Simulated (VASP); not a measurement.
# C in VASP: notebook

The runs below take C through single point, with PBE.

Program: VASP 6.6.1. These are calculated values, not measurements. Logs are shortened: lines on timing, memory, paths and dates and some standing lists are left out, and cuts for length are marked.

**1. The cell of the first run**

The structure is tetragonal, space group I4_1/amd (No. 141). Conventional cell: a = 2.598 Å, b = 2.598 Å, c = 3.620 Å, α = 90.00°, β = 90.00°, γ = 90.00°. Within 2.1 Å of C (site symmetry -4m2) lie 4 C at 1.58 Å.

**2. Single point, PBE (strain +0.030 along x and y, +0.015 along z)**

INCAR

```
ALGO = Normal
EDIFF = 1E-7
ENCUT = 520
GGA = PE
ISIF = 2
ISMEAR = 0
LASPH = True
LCHARG = False
LREAL = False
LWAVE = False
NBANDS = 11
NELM = 100
PREC = Accurate
SIGMA = 0.05
```

KPOINTS

```
k-points
0
Gamma
  12 12 12
```

POSCAR

```
C
1.0
    0.0000000000      1.8369020000      1.8101510000
    1.8369020000      0.0000000000      1.8101510000
    1.8369020000      1.8369020000      0.0000000000
C
2
Direct
    0.5000000000      0.5000000000      0.5000000000
    0.7500000000      0.7500000000      0.7500000000
```

Potentials or basis: VASP PAW PBE potentials, release 64 (C).

Command:

```sh
$ cat potpaw_PBE.64/C/POTCAR > POTCAR
$ mpirun -np 1 vasp_std > vasp.out
```

OUTCAR:

```text
EDIFF = 1E-7
   ENCUT = 520
   GGA = PE
   ISIF = 2
   ISMEAR = 0
   LASPH = True
   LREAL = False
   NELM = 100
   PREC = Accurate

 ion  position               nearest neighbor table
   1  0.500  0.500  0.500-   2 1.58   2 1.58   2 1.58   2 1.58
   2  0.750  0.750  0.750-   1 1.58   1 1.58   1 1.58   1 1.58

  LATTYP: Found a body centered tetragonal cell.
 ALAT       =     2.5977717212
 C/A-ratio  =     1.3936182192

  Lattice vectors:

 A1 = (   0.0000000000,  -1.8369020000,  -1.8101510000)
 A2 = (   0.0000000000,   1.8369020000,  -1.8101510000)
 A3 = (   1.8369020000,   0.0000000000,   1.8101510000)

Analysis of symmetry for initial positions (statically):
=====================================================================
 Subroutine PRICEL returns:
 Original cell was already a primitive cell.

 Routine SETGRP: Setting up the symmetry group for a
 body centered tetragonal supercell.

 Subroutine GETGRP returns: Found 16 space group operations
 (whereof  8 operations were pure point group operations)
 out of a pool of 16 trial point group operations.

The static configuration has the point symmetry D_2d.
 The point group associated with its full space group is D_4h.

Analysis of symmetry for dynamics (positions and initial velocities):
=====================================================================
 Subroutine PRICEL returns:
 Original cell was already a primitive cell.

 Routine SETGRP: Setting up the symmetry group for a
 body centered tetragonal supercell.

 Subroutine GETGRP returns: Found 16 space group operations
 (whereof  8 operations were pure point group operations)
 out of a pool of 16 trial point group operations.

The dynamic configuration has the point symmetry D_2d.
 The point group associated with its full space group is D_4h.

 Subroutine INISYM returns: Found 16 space group operations
 (whereof  8 operations are pure point group operations),
 and found     1 'primitive' translations

----------------------------------------------------------------------------------------

                                     Primitive cell

  volume of cell :      12.2157

  direct lattice vectors                    reciprocal lattice vectors
     0.000000000  1.836902000  1.810151000    -0.272197428  0.272197428  0.276220050
     1.836902000  0.000000000  1.810151000     0.272197428 -0.272197428  0.276220050
     1.836902000  1.836902000  0.000000000     0.272197428  0.272197428 -0.276220050

  length of vectors
[... 84 lines left out ...]
   EDIFFG = 0.1E-05   stopping-criterion for IOM
   NSW    =      0    number of steps for IOM
   IBRION =     -1    ionic relax: 0-MD 1-quasi-New 2-CG
   NFREE  =      0    steps in history (QN), initial steepest desc. (CG)
   ISIF   =      2    stress and relaxation
   ISYM   =      2    0-nonsym 1-usesym 2-fastsym
   POTIM  = 0.5000    time-step for ionic-motion
   TEBEG  =    0.0;   TEEND  =   0.0 temperature during run
   PSTRESS=    0.0 pullay stress
   NELECT =       8.0000    total number of electrons
   NUPDOWN=      -1.0000    fix difference up-down
   EMIN   =  10.00;   EMAX   =-10.00  energy-range for DOS
   EFERMI =   0.00;   METHOD = LEGACY
   ISMEAR =     0;   SIGMA  =   0.05  broadening in eV -4-tet -1-fermi 0-gaus
   EFERMI_NEDOS =   21; number of points for ismear=-14 and -15
   IALGO  =     38    algorithm
   IMIX   =      4    mixing-type and parameters
     AMIX     =   0.40;   BMIX     =  1.00
     AMIX_MAG =   1.60;   BMIX_MAG =  1.00
  volume/ion in A,a.u.               =       6.11        41.22
  Fermi-wavevector in a.u.,A,eV,Ry     =   1.421671  2.686569 27.499410  2.021150
  Thomas-Fermi vector in A             =   2.542456
   LORBIT       =      0    0 simple, 1 ext, 2 COOP (PROOUT), +10 PAW based schemes
   GGA     = PE    functional components
   LHFCALC =     F    Hartree Fock is set to
   AEXX    =    0.0000 exact exchange contribution
   IVDW    =     0    specifies the selected vdW correction
   LEPSILON=     F    determine dielectric tensor
   LRPA    =     F    only Hartree local field effects (RPA)
 non-spin polarized calculation
 Gauss-broadening in eV      SIGMA  =   0.05
  energy-cutoff  :      520.00
  volume of cell :       12.22
 maximum number of plane-waves:       342
   NGX =  9   NGY =  9   NGZ =  9

 number of electron       8.0000002 magnetization

 Free energy of the ion-electron system (eV)
  ---------------------------------------------------
  ext. energy  EPLUGINS =         0.00000000
  ---------------------------------------------------
  free energy    TOTEN  =       -18.11258725 eV

  energy without entropy =      -18.11258725  energy(sigma->0) =      -18.11258725

 E-fermi :   9.0279     XC(G=0): -12.8824

 val. band max:        8.8255029763   @ k =   0.0000   0.0000   0.0000
 cond. band min:      12.4610896748   @ k =   0.3333   0.3333   0.0000
 fundamental gap:      3.6355866985
 Fermi energy:         9.0279285543

 k-point     1 :       0.0000    0.0000    0.0000
  band No.  band energies     occupation
      1     -11.8194      2.00000
      2       8.6192      2.00000
      3       8.6192      2.00000
      4       8.8255      2.00000
      5      13.9597      0.00000
      6      14.1352      0.00000
      7      14.1352      0.00000
      8      20.3611      0.00000
      9      27.0662      0.00000
     10      34.0658      0.00000
     11      34.7570      0.00000
[... 309 lines left out ...]
 k-point    24 :      -0.4167    0.1667    0.0000
  band No.  band energies     occupation
      1      -6.0588      2.00000
      2      -3.0986      2.00000
      3       3.6570      2.00000
      4       5.2179      2.00000
      5      15.6861      0.00000
      6      18.4291      0.00000
      7      19.1149      0.00000
      8      23.1955      0.00000
      9      27.2604      0.00000
     10      31.9381      0.00000
     11      32.0525      0.00000

 [... further k-points ...]
[... 5 lines left out ...]
  --------------------------------------------------------------------------------------
  -------------------------------------------------------------------------------------
  Total       -2.3101050     -2.3101050     -1.3655238      0.0000000     -0.0000000      0.0000000
  in kB     -302.9880691   -302.9880691   -179.0989641      0.0000000     -0.0000000      0.0000000
  external PRESSURE =    -261.6917007 kB  Pullay stress =       0.0000000 kB

 VOLUME and BASIS-vectors are now :
 -----------------------------------------------------------------------------
  energy-cutoff  :      520.00
  volume of cell :       12.22
      direct lattice vectors                 reciprocal lattice vectors
     0.000000000  1.836902000  1.810151000    -0.272197428  0.272197428  0.276220050
     1.836902000  0.000000000  1.810151000     0.272197428 -0.272197428  0.276220050
     1.836902000  1.836902000  0.000000000     0.272197428  0.272197428 -0.276220050

 POSITION                                       TOTAL-FORCE (eV/Angst)
 -----------------------------------------------------------------------------------
      1.83690      1.83690      1.81015        -0.000000     -0.000000     -0.000000
      2.75535      2.75535      2.71523         0.000000      0.000000      0.000000
 -----------------------------------------------------------------------------------
    total drift:                                0.000000     -0.000000      0.000000

  FREE ENERGIE OF THE ION-ELECTRON SYSTEM (eV)
  ---------------------------------------------------
  free  energy   TOTEN  =       -18.1125872526 eV

  energy  without entropy=      -18.1125872526  energy(sigma->0) =      -18.11258725
```

Wall time 11 s (1 thread of AMD EPYC 9R45 (Zen 5), shared host); peak memory 0.1 GiB.

Results:

* Free energy: -18.1126 eV
* Pressure: -26.2 GPa
* Band gap on the k mesh: 3.64 eV, indirect (least direct gap 5.13 eV)

Stress tensor (GPa, compression positive):
```
-30.30   0.00   0.00
  0.00 -30.30   0.00
  0.00   0.00 -17.91
```

Caveat: the cell differs from its parent crystal (strain +0.030 along x and y, +0.015 along z).

**3. Single point, PBE (strain -0.030 along x and y, -0.030 along z)**

INCAR

```
SYSTEM = C
  ALGO = Normal
  EDIFF = 1E-6
  ENCUT = 520
  GGA = PE
  ISIF = 2
  ISMEAR = 0
  LASPH = .True.
  LCHARG = .False.
  LREAL = .False.
  LWAVE = .False.
  NBANDS = 11
  NELM = 100
  PREC = Accurate
  SIGMA = 0.05
```

KPOINTS

```
k-points
0
Gamma
  12 12 12
  0 0 0
```

POSCAR

```
C
1.0
    0.0000000000      1.7298980000      1.7298980000
    1.7298980000      0.0000000000      1.7298980000
    1.7298980000      1.7298980000      0.0000000000
C
2
Direct
    0.5000000000      0.5000000000      0.5000000000
    0.7500000000      0.7500000000      0.7500000000
```

Potentials or basis: VASP PAW PBE potentials, release 64 (C).

Command:

```sh
$ cat potpaw_PBE.64/C/POTCAR > POTCAR
$ mpirun -np 1 vasp_std > vasp.out
```

It took 6.2 s on 1 thread of AMD EPYC 7R43 (Zen 3), shared host; peak memory 0.08 GiB.

Results (log left out):

- Free energy: -18.0309 eV
- Pressure: 50.3 GPa
- Band gap on the k mesh: 4.37 eV, indirect (least direct gap 5.84 eV)

Levels at points of the mesh, in eV from the valence-band top:
| k point | band 1 | band 2 | band 3 | band 4 | band 5 | band 6 | band 7 | band 8 | band 9 |
| --- | --- | --- | --- | --- | --- | --- | --- | --- | --- |
| (0.00, 0.00, 0.00) | -22.74 | 0.00 | 0.00 | 0.00 | 5.84 | 5.84 | 5.84 | 15.49 | 20.51 |
| (0.50, 0.00, 0.00) | -16.42 | -14.43 | -3.04 | -3.04 | 8.84 | 8.84 | 10.12 | 16.52 | 23.27 |
| (0.50, 0.50, 0.00) | -13.44 | -13.44 | -6.87 | -6.87 | 4.95 | 4.95 | 18.25 | 18.25 | 25.02 |

Caveat: the cell differs from its parent crystal (strain -0.030 along x and y, -0.030 along z).

**4. Single point, PBE (strain -0.015 along x and y, -0.015 along z)**

INCAR

```
SYSTEM = C
ALGO = Normal ; EDIFF = 1E-6
ENCUT = 520 ; GGA = PE
ISIF = 2 ; ISMEAR = 0
LASPH = .True. ; LCHARG = .False.
LREAL = .False. ; LWAVE = .False.
NBANDS = 11 ; NELM = 80
PREC = Accurate ; SIGMA = 0.05
```

KPOINTS is that of step 3.

POSCAR

```
C
1.0
    0.0000000000      1.7566490000      1.7566490000
    1.7566490000      0.0000000000      1.7566490000
    1.7566490000      1.7566490000      0.0000000000
C
2
Direct
    0.5000000000      0.5000000000      0.5000000000
    0.7500000000      0.7500000000      0.7500000000
```

Command:

```sh
$ cat potpaw_PBE.64/C/POTCAR > POTCAR
$ mpirun -np 1 vasp_std > vasp.out
```

It took 6.2 s on 1 thread of AMD EPYC 7R43 (Zen 3), shared host; peak memory 0.08 GiB.

The run converged. Its results:

```yaml
Free_energy: -18.1438 eV
Pressure: 24.3 GPa
Band_gap_on_the_k_mesh: 4.26 eV, indirect (least direct gap 5.72 eV)
```

Levels at points of the mesh, in eV from the valence-band top:
```csv
k point,band 1,band 2,band 3,band 4,band 5,band 6,band 7,band 8,band 9
"(0.00, 0.00, 0.00)",-22.10,0.00,0.00,0.00,5.72,5.72,5.72,14.39,19.88
"(0.50, 0.00, 0.00)",-16.05,-13.88,-2.92,-2.92,8.65,8.65,9.47,16.12,22.56
"(0.50, 0.50, 0.00)",-13.09,-13.09,-6.58,-6.58,4.85,4.85,17.51,17.51,24.10
```

Caveat: the cell differs from its parent crystal (strain -0.015 along x and y, -0.015 along z). A k mesh can miss the band edges.

**5. Single point, PBE (strain +0.015 along x and y, +0.015 along z)**

INCAR

```
SYSTEM = C
  PREC = Accurate
  ENCUT = 520
  EDIFF = 1E-6
  ISMEAR = 0
  SIGMA = 0.05
  LREAL = .False.
  LASPH = .True.
  NELM = 80
  ALGO = Normal
  ISIF = 2
  LWAVE = .False.
  LCHARG = .True.
  GGA = PE
  LELF = .True.
  LVHAR = .True.
  NBANDS = 11
```

KPOINTS

```
regular mesh
0
Gamma
  12 12 12
  0 0 0
```

POSCAR

```
C
1.0
    0.0000000000      1.8101510000      1.8101510000
    1.8101510000      0.0000000000      1.8101510000
    1.8101510000      1.8101510000      0.0000000000
C
2
Direct
    0.5000000000      0.5000000000      0.5000000000
    0.7500000000      0.7500000000      0.7500000000
```

Potentials or basis: VASP PAW PBE potentials, release 64 (C).

Command:

```sh
$ cat potpaw_PBE.64/C/POTCAR > POTCAR
$ mpirun -np 1 vasp_std > vasp.out
```

OUTCAR:

```text
SYSTEM = C
   PREC = Accurate
   ENCUT = 520
   EDIFF = 1E-6
   ISMEAR = 0
   LREAL = .False.
   LASPH = .True.
   NELM = 80
   ISIF = 2
   GGA = PE

 ion  position               nearest neighbor table
   1  0.500  0.500  0.500-   2 1.57   2 1.57   2 1.57   2 1.57
   2  0.750  0.750  0.750-   1 1.57   1 1.57   1 1.57   1 1.57

  LATTYP: Found a face centered cubic cell.
 ALAT       =     3.6203020000

  Lattice vectors:

 A1 = (   0.0000000000,   1.8101510000,   1.8101510000)
 A2 = (   1.8101510000,   0.0000000000,   1.8101510000)
 A3 = (   1.8101510000,   1.8101510000,   0.0000000000)

Analysis of symmetry for initial positions (statically):
=====================================================================
 Subroutine PRICEL returns:
 Original cell was already a primitive cell.

 Routine SETGRP: Setting up the symmetry group for a
 face centered cubic supercell.

 Subroutine GETGRP returns: Found 48 space group operations
 (whereof 24 operations were pure point group operations)
 out of a pool of 48 trial point group operations.

[... 165 lines left out ...]

 val. band max:        9.0936449464   @ k =   0.0000   0.0000   0.0000
 cond. band min:      13.1461507901   @ k =   0.3333   0.3333   0.0000
 fundamental gap:      4.0525058436
 Fermi energy:         9.4172467788

 k-point     1 :       0.0000    0.0000    0.0000
  band No.  band energies     occupation
      1     -11.7918      2.00000
      2       9.0936      2.00000
      3       9.0936      2.00000
      4       9.0936      2.00000
      5      14.5608      0.00000
      6      14.5608      0.00000
      7      14.5608      0.00000
      8      21.4160      0.00000
      9      27.8266      0.00000
     10      35.1439      0.00000
     11      35.1439      0.00000
[... 309 lines left out ...]
 k-point    24 :      -0.4167    0.1667    0.0000
  band No.  band energies     occupation
      1      -5.8562      2.00000
      2      -3.0014      2.00000
      3       3.8042      2.00000
      4       5.6577      2.00000
      5      16.4319      0.00000
      6      19.0374      0.00000
      7      19.7342      0.00000
      8      24.0010      0.00000
      9      28.0442      0.00000
     10      32.7917      0.00000
     11      32.8448      0.00000

 [... further k-points ...]
[... 5 lines left out ...]
  --------------------------------------------------------------------------------------
  -------------------------------------------------------------------------------------
  Total       -1.1701692     -1.1701692     -1.1701692      0.0000000     -0.0000000      0.0000000
  in kB     -158.0464766   -158.0464766   -158.0464766      0.0000000     -0.0000000      0.0000000
  external PRESSURE =    -158.0464766 kB  Pullay stress =       0.0000000 kB

 VOLUME and BASIS-vectors are now :
 -----------------------------------------------------------------------------
  energy-cutoff  :      520.00
  volume of cell :       11.86
      direct lattice vectors                 reciprocal lattice vectors
     0.000000000  1.810151000  1.810151000    -0.276220050  0.276220050  0.276220050
     1.810151000  0.000000000  1.810151000     0.276220050 -0.276220050  0.276220050
     1.810151000  1.810151000  0.000000000     0.276220050  0.276220050 -0.276220050

 POSITION                                       TOTAL-FORCE (eV/Angst)
 -----------------------------------------------------------------------------------
      1.81015      1.81015      1.81015        -0.000000     -0.000000     -0.000000
      2.71523      2.71523      2.71523         0.000000      0.000000      0.000000
 -----------------------------------------------------------------------------------
    total drift:                                0.000000     -0.000000      0.000000

  FREE ENERGIE OF THE ION-ELECTRON SYSTEM (eV)
  ---------------------------------------------------
  free  energy   TOTEN  =       -18.1633156252 eV

  energy  without entropy=      -18.1633156252  energy(sigma->0) =      -18.16331563
```

OSZICAR:

```text
N       E                     dE             d eps       ncg     rms          rms(c)
DAV:   1     0.238201073738E+01    0.23820E+01   -0.46547E+03  1667   0.690E+02
DAV:   2    -0.183230788242E+02   -0.20705E+02   -0.20128E+02  2088   0.130E+02
DAV:   3    -0.187180142260E+02   -0.39494E+00   -0.39390E+00  1872   0.139E+01
DAV:   4    -0.187187030607E+02   -0.68883E-03   -0.68882E-03  1714   0.732E-01
DAV:   5    -0.187187039361E+02   -0.87542E-06   -0.87538E-06  1824   0.243E-02    0.524E+00
DAV:   6    -0.183019254270E+02    0.41678E+00   -0.21768E-01  1623   0.325E+00    0.313E+00
DAV:   7    -0.181615413058E+02    0.14038E+00   -0.27080E-01  1689   0.367E+00    0.688E-01
DAV:   8    -0.181632502012E+02   -0.17089E-02   -0.78800E-03  1650   0.653E-01    0.423E-02
DAV:   9    -0.181632951753E+02   -0.44974E-04   -0.63263E-05  1873   0.639E-02    0.237E-02
DAV:  10    -0.181633155697E+02   -0.20394E-04   -0.16150E-05  1686   0.347E-02    0.518E-03
DAV:  11    -0.181633156252E+02   -0.55445E-07   -0.25360E-07  1396   0.454E-03
   1 F= -.18163316E+02 E0= -.18163316E+02  d E =-.315139E-22
```

stdout:

```text
POSCAR found type information on POSCAR C
 POSCAR found :  1 types and       2 ions
 scaLAPACK will be used
 LDA part: xc-table for (Slater+PW92), standard interpolation
 POSCAR, INCAR and KPOINTS ok, starting setup
 FFT: planning ... GRIDC
 FFT: planning ... GRID_SOFT
 FFT: planning ... GRID
 WAVECAR not read
 entering main loop
```

Run time: 7.9 s. Hardware: 1 thread of AMD EPYC 7R43 (Zen 3), shared host; peak memory 0.09 GiB.

What came out:

```
Free energy            : -18.1633 eV
Pressure               : -15.8 GPa
Band gap on the k mesh : 4.05 eV, indirect (least direct gap 5.47 eV)
```

Levels at points of the mesh, in eV from the valence-band top:
```csv
k point,band 1,band 2,band 3,band 4,band 5,band 6,band 7,band 8
"(0.00, 0.00, 0.00)",-20.89,0.00,0.00,0.00,5.47,5.47,5.47,12.32
"(0.50, 0.00, 0.00)",-15.36,-12.89,-2.69,-2.69,8.25,8.27,8.27,15.28
"(0.50, 0.50, 0.00)",-12.45,-12.45,-6.03,-6.03,4.66,4.66,16.14,16.14
```

Caveat: the cell differs from its parent crystal (strain +0.015 along x and y, +0.015 along z). A k mesh can miss the band edges.

**6. Single point, PBE (strain +0.030 along x and y, +0.030 along z)**

INCAR

```
  ALGO = Normal
  EDIFF = 1E-7
  ENCUT = 520
  GGA = PE
  ISIF = 2
  ISMEAR = 0
  LASPH = T
  LCHARG = F
  LREAL = F
  LWAVE = F
  NBANDS = 11
  NELM = 60
  PREC = Accurate
  SIGMA = 0.05
```

KPOINTS

```
k-points
0
Gamma
  12 12 12
```

POSCAR

```
C
1.0
    0.0000000000      1.8369020000      1.8369020000
    1.8369020000      0.0000000000      1.8369020000
    1.8369020000      1.8369020000      0.0000000000
C
2
Direct
    0.5000000000      0.5000000000      0.5000000000
    0.7500000000      0.7500000000      0.7500000000
```

Potentials or basis: VASP PAW PBE potentials, release 64 (C).

Command:

```sh
$ cat potpaw_PBE.64/C/POTCAR > POTCAR
$ mpirun -np 1 vasp_std > vasp.out
```

Wall time 7.7 s (1 thread of AMD EPYC 7R43 (Zen 3), shared host); peak memory 0.08 GiB.

The run converged. Its results:

```
Free energy            : -18.0852 eV
Pressure               : -30.9 GPa
Band gap on the k mesh : 3.96 eV, indirect (least direct gap 5.35 eV)
```

Levels at points of the mesh, in eV from the valence-band top:
```tsv
k point	band 1	band 2	band 3	band 4	band 5	band 6	band 7	band 8
(0.00, 0.00, 0.00)	-20.32	0.00	0.00	0.00	5.35	5.35	5.35	11.36
(0.50, 0.00, 0.00)	-15.04	-12.43	-2.58	-2.58	7.68	8.08	8.08	14.86
(0.50, 0.50, 0.00)	-12.16	-12.16	-5.78	-5.78	4.57	4.57	15.50	15.50
```

Caveat: the cell differs from its parent crystal (strain +0.030 along x and y, +0.030 along z). A k mesh can miss the band edges.

**7. The runs side by side**

```csv
cell,gap on the mesh (eV),pressure (GPa)
"a = 2.579, b = 2.579, c = 2.598 Å, angles 59.8, 59.8, 60.5°, 2 atoms",3.64,-26.2
"a = 2.446 Å, angles 60.0°, 2 atoms",4.37,50.3
"a = 2.484 Å, angles 60.0°, 2 atoms",4.26,24.3
"a = 2.560 Å, angles 60.0°, 2 atoms",4.05,-15.8
"a = 2.598 Å, angles 60.0°, 2 atoms",3.96,-30.9
```

Alike in all rows: task single point; level PBE; potentials or basis VASP PAW PBE potentials, release 64 (C); no spin polarisation; k mesh 12 × 12 × 12; cutoff (eV) 520; smearing gaussian 0.05 eV.

Total energies depend on the potentials used, so only differences within one code and one set of settings carry meaning.
